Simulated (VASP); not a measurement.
# CaMg4 (Pm-3m) in VASP: relaxation of cell and atoms with PBE

Aim: the relaxation of cell and atoms of CaMg4 with PBE.

All numbers are computed with VASP 6.6.1; they aren't measurements. Logs are shortened: lines on timing, memory, paths and dates and some standing lists are left out, and cuts for length are marked.

## (1) The cell of the first run

Symmetry: Pm-3m, No. 221, cubic system. Conventional cell: a = 4.810 Å, b = 4.810 Å, c = 4.810 Å, α = 90.00°, β = 90.00°, γ = 90.00°. Within 4.5 Å of Ca (site symmetry m-3m) lie 20 Mg at 3.40 to 4.17 Å. Within 3.2 Å of Mg (site symmetry 4/mmm) lie 2 Mg at 2.40 Å. Mg (site symmetry m-3m) has 6 Mg at 2.40 Å within 3.2 Å.

The cell was generated, and may not be a known phase.

## (2) Relaxation of cell and atoms, PBE

Input file INCAR:

```
SYSTEM = CaMg4
PREC     = Accurate       ! precision mode
ENCUT    = 840            ! plane-wave cutoff, eV
EDIFF    = 1E-7           ! SCF threshold, eV
ISMEAR   = 0              ! smearing method
SIGMA    = 0.1            ! smearing width, eV
LREAL    = .False.        ! projectors in reciprocal space
LASPH    = .True.         ! aspherical terms in the spheres
NELM     = 120            ! most SCF steps
ALGO     = Normal         ! electronic algorithm
ISIF     = 3              ! what is computed and relaxed
LWAVE    = .False.        ! write WAVECAR
LCHARG   = .False.        ! write CHGCAR
GGA      = PE             ! functional
IBRION   = 2              ! ionic algorithm
NSW      = 90             ! ionic steps
EDIFFG   = -0.04          ! ionic threshold
GGA_COMPAT= .False.      
NELMIN   = 4
```

Input file KPOINTS:

```
regular mesh
0
Gamma
  4 4 4
  0 0 0
```

Input file POSCAR:

```
CaMg4
1.0
    4.8096692100      0.0000000000      0.0000000000
    0.0000000000      4.8096692100      0.0000000000
    0.0000000000      0.0000000000      4.8096692100
Ca Mg
1 4
Direct
    0.0000000000      0.0000000000      0.0000000000
    0.0000000000      0.5000000000      0.5000000000
    0.5000000000      0.0000000000      0.5000000000
    0.5000000000      0.5000000000      0.0000000000
    0.5000000000      0.5000000000      0.5000000000
```

Potentials or basis: VASP PAW PBE potentials, release 64 (Ca_sv, Mg_sv).

On the command line:

```bash
cat potpaw_PBE.64/Ca_sv/POTCAR potpaw_PBE.64/Mg_sv/POTCAR > POTCAR
mpirun -np 1 vasp_std > vasp.out
```

OUTCAR:

```text
SYSTEM = CaMg4
   PREC = Accurate
   ENCUT = 840
   EDIFF = 1E-7
   ISMEAR = 0
   LREAL = .False.
   LASPH = .True.
   NELM = 120
   ISIF = 3
   GGA = PE
   IBRION = 2
   NSW = 90
   EDIFFG = -0.04
   NELMIN = 4

 ion  position               nearest neighbor table
   1  0.000  0.000  0.000-
   2  0.000  0.500  0.500-
   3  0.500  0.000  0.500-
   4  0.500  0.500  0.000-
   5  0.500  0.500  0.500-

  LATTYP: Found a simple cubic cell.
 ALAT       =     4.8096692100

  Lattice vectors:

 A1 = (   4.8096692100,   0.0000000000,   0.0000000000)
 A2 = (   0.0000000000,   4.8096692100,   0.0000000000)
 A3 = (   0.0000000000,   0.0000000000,   4.8096692100)

Analysis of symmetry for initial positions (statically):
=====================================================================
 Subroutine PRICEL returns:
 Original cell was already a primitive cell.

 Routine SETGRP: Setting up the symmetry group for a
 simple cubic supercell.

 Subroutine GETGRP returns: Found 48 space group operations
 (whereof 48 operations were pure point group operations)
 out of a pool of 48 trial point group operations.

The static configuration has the point symmetry O_h .

Analysis of symmetry for dynamics (positions and initial velocities):
=====================================================================
 Subroutine PRICEL returns:
 Original cell was already a primitive cell.

 Routine SETGRP: Setting up the symmetry group for a
 simple cubic supercell.

 Subroutine GETGRP returns: Found 48 space group operations
 (whereof 48 operations were pure point group operations)
 out of a pool of 48 trial point group operations.

The dynamic configuration has the point symmetry O_h .

 Subroutine INISYM returns: Found 48 space group operations
 (whereof 48 operations are pure point group operations),
 and found     1 'primitive' translations

----------------------------------------------------------------------------------------

                                     Primitive cell

  volume of cell :     111.2617

  direct lattice vectors                    reciprocal lattice vectors
     4.809669210  0.000000000  0.000000000     0.207914506  0.000000000  0.000000000
     0.000000000  4.809669210  0.000000000     0.000000000  0.207914506  0.000000000
     0.000000000  0.000000000  4.809669210     0.000000000  0.000000000  0.207914506

  length of vectors
     4.809669210  4.809669210  4.809669210     0.207914506  0.207914506  0.207914506

  position of ions in fractional coordinates (direct lattice)
     0.000000000  0.000000000  0.000000000
     0.000000000  0.500000000  0.500000000
     0.500000000  0.000000000  0.500000000
     0.500000000  0.500000000  0.000000000
     0.500000000  0.500000000  0.500000000

  ion indices of the primitive-cell ions
   primitive index   ion index
                 1           1
                 2           2
                 3           3
                 4           4
                 5           5

----------------------------------------------------------------------------------------

 KPOINTS: regular mesh

Automatic generation of k-mesh.
 Grid dimensions read from file:
 generate k-points for:    4    4    4

 Generating k-lattice:

  Cartesian coordinates                     Fractional coordinates (reciprocal lattice)
     0.051978627  0.000000000  0.000000000     0.250000000  0.000000000  0.000000000
     0.000000000  0.051978627  0.000000000     0.000000000  0.250000000  0.000000000
     0.000000000  0.000000000  0.051978627     0.000000000  0.000000000  0.250000000

  Length of vectors
     0.051978627  0.051978627  0.051978627

  Shift w.r.t. Gamma in fractional coordinates (k-lattice)
     0.000000000  0.000000000  0.000000000

 Subroutine IBZKPT returns following result:
 ===========================================

 Found     10 irreducible k-points:

 Following reciprocal coordinates:
            Coordinates               Weight
  0.000000  0.000000  0.000000      1.000000
  0.250000  0.000000  0.000000      6.000000
  0.500000  0.000000  0.000000      3.000000
  0.250000  0.250000  0.000000     12.000000
  0.500000  0.250000  0.000000     12.000000
  0.500000  0.500000  0.000000      3.000000
  0.250000  0.250000  0.250000      8.000000
  0.500000  0.250000  0.250000     12.000000
  0.500000  0.500000  0.250000      6.000000
  0.500000  0.500000  0.500000      1.000000
   k-points           NKPTS =     10   k-points in BZ     NKDIM =     10   number of bands    NBANDS=     30
   number of dos      NEDOS =    301   number of ions     NIONS =      5
   total plane-waves  NPLWV = 110592
   dimension x,y,z NGX =    48 NGY =   48 NGZ =   48
   dimension x,y,z NGXF=    96 NGYF=   96 NGZF=   96
   ions per type =               1   4
   NGX,Y,Z   is equivalent  to a cutoff of  16.59, 16.59, 16.59 a.u.
   NGXF,Y,Z  is equivalent  to a cutoff of  33.18, 33.18, 33.18 a.u.
 SYSTEM =  CaMg4
   PREC   = accura    normal or accurate (medium, high low for compatibility)
   ISTART =      0    job   : 0-new  1-cont  2-samecut
   ICHARG =      2    charge: 1-file 2-atom 10-const
   ISPIN  =      1    spin polarized calculation?
   LNONCOLLINEAR =      F non collinear calculations
   LSORBIT =      F    spin-orbit coupling
   LASPH  =      T    aspherical Exc in radial PAW
   ENCUT  =  840.0 eV  61.74 Ry    7.86 a.u.  11.37 11.37 11.37*2*pi/ulx,y,z
   NELM   =    120;   NELMIN=  4; NELMDL= -5     # of ELM steps
   EDIFF  = 0.1E-06   stopping-criterion for ELM
   LREAL  =      F    real-space projection
   EDIFFG = -.4E-01   stopping-criterion for IOM
   NSW    =     90    number of steps for IOM
   IBRION =      2    ionic relax: 0-MD 1-quasi-New 2-CG
   NFREE  =      1    steps in history (QN), initial steepest desc. (CG)
   ISIF   =      3    stress and relaxation
   ISYM   =      2    0-nonsym 1-usesym 2-fastsym
   POTIM  = 0.5000    time-step for ionic-motion
   TEBEG  =    0.0;   TEEND  =   0.0 temperature during run
   PSTRESS=    0.0 pullay stress
   NELECT =      50.0000    total number of electrons
   NUPDOWN=      -1.0000    fix difference up-down
   EMIN   =  10.00;   EMAX   =-10.00  energy-range for DOS
   EFERMI =   0.00;   METHOD = LEGACY
   ISMEAR =     0;   SIGMA  =   0.10  broadening in eV -4-tet -1-fermi 0-gaus
   EFERMI_NEDOS =   21; number of points for ismear=-14 and -15
   IALGO  =     38    algorithm
   IMIX   =      4    mixing-type and parameters
     AMIX     =   0.40;   BMIX     =  1.00
     AMIX_MAG =   1.60;   BMIX_MAG =  1.00
  volume/ion in A,a.u.               =      22.25       150.17
  Fermi-wavevector in a.u.,A,eV,Ry     =   1.253958  2.369637 21.393943  1.572410
  Thomas-Fermi vector in A             =   2.387786
   LORBIT       =      0    0 simple, 1 ext, 2 COOP (PROOUT), +10 PAW based schemes
   GGA     = PE    functional components
   LHFCALC =     F    Hartree Fock is set to
   AEXX    =    0.0000 exact exchange contribution
   IVDW    =     0    specifies the selected vdW correction
   LEPSILON=     F    determine dielectric tensor
   LRPA    =     F    only Hartree local field effects (RPA)
 conjugate gradient relaxation of ions
 non-spin polarized calculation
 Gauss-broadening in eV      SIGMA  =   0.10
  energy-cutoff  :      840.00
  volume of cell :      111.26
 maximum number of plane-waves:      6187
 NGX is ok and might be reduce to    48
   NGX = 23   NGY = 23   NGZ = 23

--------------------------------------- Ionic step        1  -------------------------------------------

 number of electron      49.9999972 magnetization

 Free energy of the ion-electron system (eV)
  ---------------------------------------------------
  ext. energy  EPLUGINS =         0.00000000
  ---------------------------------------------------
  free energy    TOTEN  =        -4.97433537 eV

  energy without entropy =       -4.96830591  energy(sigma->0) =       -4.97132064

------------------------ aborting loop because EDIFF is reached ----------------------------------------

  FORCE on cell =-STRESS in cart. coord.  units (eV):
  Direction    XX          YY          ZZ          XY          YZ          ZX
  --------------------------------------------------------------------------------------
  -------------------------------------------------------------------------------------
  Total        9.1828549      9.1828549      9.1828549     -0.0000000     -0.0000000     -0.0000000
  in kB      132.2338607    132.2338607    132.2338607     -0.0000000     -0.0000000     -0.0000000
  external PRESSURE =     132.2338607 kB  Pullay stress =       0.0000000 kB

 VOLUME and BASIS-vectors are now :
 -----------------------------------------------------------------------------
  energy-cutoff  :      840.00
  volume of cell :      111.26
      direct lattice vectors                 reciprocal lattice vectors
     4.809669210  0.000000000  0.000000000     0.207914506  0.000000000  0.000000000
     0.000000000  4.809669210  0.000000000     0.000000000  0.207914506  0.000000000
     0.000000000  0.000000000  4.809669210     0.000000000  0.000000000  0.207914506

 POSITION                                       TOTAL-FORCE (eV/Angst)
 -----------------------------------------------------------------------------------
      0.00000      0.00000      0.00000         0.000000      0.000000      0.000000
      0.00000      2.40483      2.40483         0.000000      0.000000      0.000000
      2.40483      0.00000      2.40483         0.000000      0.000000      0.000000
      2.40483      2.40483      0.00000         0.000000      0.000000      0.000000
      2.40483      2.40483      2.40483         0.000000      0.000000      0.000000
 -----------------------------------------------------------------------------------
    total drift:                                0.000000     -0.000000     -0.000000

  FREE ENERGIE OF THE ION-ELECTRON SYSTEM (eV)
  ---------------------------------------------------
  free  energy   TOTEN  =        -4.9743353747 eV
[... 65 lines left out ...]
 POSITION                                       TOTAL-FORCE (eV/Angst)
 -----------------------------------------------------------------------------------
      0.00000      0.00000      0.00000        -0.000000      0.000000      0.000000
     -0.00000      2.66685      2.66685         0.000000     -0.000000      0.000000
      2.66685      0.00000      2.66685        -0.000000     -0.000000      0.000000
      2.66685      2.66685     -0.00000        -0.000000      0.000000      0.000000
      2.66685      2.66685      2.66685         0.000000     -0.000000      0.000000
 -----------------------------------------------------------------------------------
    total drift:                                0.000000     -0.000000     -0.000000

  FREE ENERGIE OF THE ION-ELECTRON SYSTEM (eV)
  ---------------------------------------------------
  free  energy   TOTEN  =        -6.2198687915 eV

  energy  without entropy=       -6.2141100636  energy(sigma->0) =       -6.21698943

--------------------------------------- Ionic step        4  -------------------------------------------

 number of electron      50.0000057 magnetization

 Free energy of the ion-electron system (eV)
  ---------------------------------------------------
  ext. energy  EPLUGINS =         0.00000000
  ---------------------------------------------------
  free energy    TOTEN  =        -6.22156981 eV

  energy without entropy =       -6.21591459  energy(sigma->0) =       -6.21874220

 E-fermi :   1.6228     XC(G=0):  -8.0099

 val. band max:        1.5287299624   @ k =   0.5000   0.5000   0.2500
 cond. band min:       1.7796835920   @ k =   0.2500   0.2500   0.0000
 fundamental gap:      0.2509536296
 Fermi energy:         1.6227532977

 k-point     1 :       0.0000    0.0000    0.0000
  band No.  band energies     occupation
      1     -74.5136      2.00000
      2     -74.5133      2.00000
      3     -74.5133      2.00000
      4     -74.0909      2.00000
      5     -41.2983      2.00000
      6     -41.2983      2.00000
[... 22 lines left out ...]
     29       3.7459      0.00000
     30       3.7459      0.00000
[... 308 lines left out ...]
 VOLUME and BASIS-vectors are now :
 -----------------------------------------------------------------------------
  energy-cutoff  :      840.00
  volume of cell :      149.98
      direct lattice vectors                 reciprocal lattice vectors
     5.313014036  0.000000000 -0.000000000     0.188217082  0.000000000  0.000000000
    -0.000000000  5.313014036 -0.000000000    -0.000000000  0.188217082  0.000000000
    -0.000000000 -0.000000000  5.313014036     0.000000000  0.000000000  0.188217082

 POSITION                                       TOTAL-FORCE (eV/Angst)
 -----------------------------------------------------------------------------------
      0.00000      0.00000      0.00000        -0.000000      0.000000      0.000000
     -0.00000      2.65651      2.65651         0.000000     -0.000000      0.000000
      2.65651      0.00000      2.65651        -0.000000     -0.000000      0.000000
      2.65651      2.65651     -0.00000        -0.000000      0.000000      0.000000
      2.65651      2.65651      2.65651         0.000000     -0.000000      0.000000
 -----------------------------------------------------------------------------------
    total drift:                                0.000000     -0.000000     -0.000000

  FREE ENERGIE OF THE ION-ELECTRON SYSTEM (eV)
  ---------------------------------------------------
  free  energy   TOTEN  =        -6.2215698132 eV

  energy  without entropy=       -6.2159145910  energy(sigma->0) =       -6.21874220

 reached required accuracy - stopping structural energy minimisation
```

Run time: 2.2 min. Hardware: 1 thread of Intel Xeon 6975P-C (Granite Rapids), shared host; peak memory 0.37 GiB.

What came out:

```yaml
Free_energy: -6.2216 eV
Relaxed_volume: 30.00 Å³/atom
Relaxed_cell: a = 5.313 Å, b = 5.313 Å, c = 5.313 Å, α = 90.00°, β = 90.00°, γ = 90.00°
Space_group_after_relaxing_to_0.1_Å: Pm-3m (No. 221)
Energy_gained_by_relaxing: 249.4 meV/atom
Ionic_steps: 4
Pressure_after_relaxing: 0.0 GPa
Band_gap_on_the_k_mesh: zero (bands 25 and 26 overlap by 1.52 eV)
```

Step by step:
| step | energy change (eV) | largest force (eV/Å) | pressure (GPa) | volume (Å³) |
| --- | --- | --- | --- | --- |
| 1 | 0.0000 | 0.0000 | 13.22 | 111.26 |
| 2 | -1.2253 | 0.0000 | 1.15 | 143.53 |
| 3 | -1.2455 | 0.0000 | -0.29 | 151.74 |
| 4 | -1.2472 | 0.0000 | -0.01 | 149.98 |

Final structure:
```
Ca Mg
1.0
     5.31301    0.00000    0.00000
     0.00000    5.31301    0.00000
     0.00000    0.00000    5.31301
Ca Mg
1 4
Direct
  0.00000 0.00000 0.00000
  0.00000 0.50000 0.50000
  0.50000 0.00000 0.50000
  0.50000 0.50000 0.00000
  0.50000 0.50000 0.50000
```

Caveat: the volume moved by over 15 % at a fixed basis, so the end points are rough.

The gap in the log of VASP goes by the Fermi energy; the results here count the filled bands.